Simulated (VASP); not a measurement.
Input of a VASP 6.6.1 run:

Contents of POSCAR:

```
CoO
1.0
    1.5098575223      0.8717166470      2.2913225422
   -1.5098575223      0.8717166470      2.2913225422
    0.0000000000     -1.7434332939      2.2913225422
Co O
1 1
Direct
    0.0000000000      0.0000000000      0.0000000000
    0.5000000000      0.5000000000      0.5000000000
```

INCAR.step1

```
SYSTEM = CoO
PREC = Accurate
ENCUT = 520
EDIFF = 1E-5
ISMEAR = -1
SIGMA = 0.05
LREAL = .False.
LASPH = .True.
NELM = 150
ALGO = Normal
ISIF = 2
LWAVE = .True.
ISPIN = 2
MAGMOM = 2 0
LORBIT = 11
LMAXMIX = 4
GGA = PE
NBANDS = 18
KPAR = 4
```

INCAR.step2

```
SYSTEM = CoO
PREC = Accurate
ENCUT = 520
EDIFF = 1E-6
ISMEAR = -1
SIGMA = 0.05
LREAL = .False.
LASPH = .True.
NELM = 150
ALGO = Normal
ISIF = 2
LWAVE = .False.
LCHARG = .True.
ISPIN = 2
MAGMOM = 2 0
LORBIT = 11
LMAXMIX = 4
GGA = PS
LHFCALC = .True.
AEXX = 0.25
PRECFOCK = Normal
LVHAR = .True.
ISTART = 1
NBANDS = 18
KPAR = 4
```

The input KPOINTS:

```
Automatic mesh
0
Gamma
  6 6 6
  0 0 0
```

Potentials or basis: VASP PAW PBE potentials, release 64 (Co, O).

Launch:

```bash
$ cat potpaw_PBE.64/Co/POTCAR potpaw_PBE.64/O/POTCAR > POTCAR
$ cp INCAR.step1 INCAR
$ mpirun -np 4 vasp_std > vasp.out
$ cp INCAR.step2 INCAR
$ mpirun -np 4 vasp_std > vasp.out
```

Q: Predict the pressure.

A: 0.0 GPa.

Q: Predict the site moments.

A: Co +2.69; O +0.28 μB.

Q: Estimate the net moment.

A: 3.00 μB per cell.

Q: Estimate the band gap on the k mesh.

A: Zero (filled and empty bands overlap).

Stress tensor (GPa, compression positive):
```
-0.15  0.00  0.00
 0.00 -0.15  0.00
 0.00  0.00  0.24
```

Caveat: the k points lie up to 0.43 Å⁻¹ apart, too coarse for converged energies and pressures of a metal; the PAW data sets were made with another functional, which shifts forces and pressure a little; a cell with one magnetic atom can't hold antiferromagnetic order, which such compounds often take.
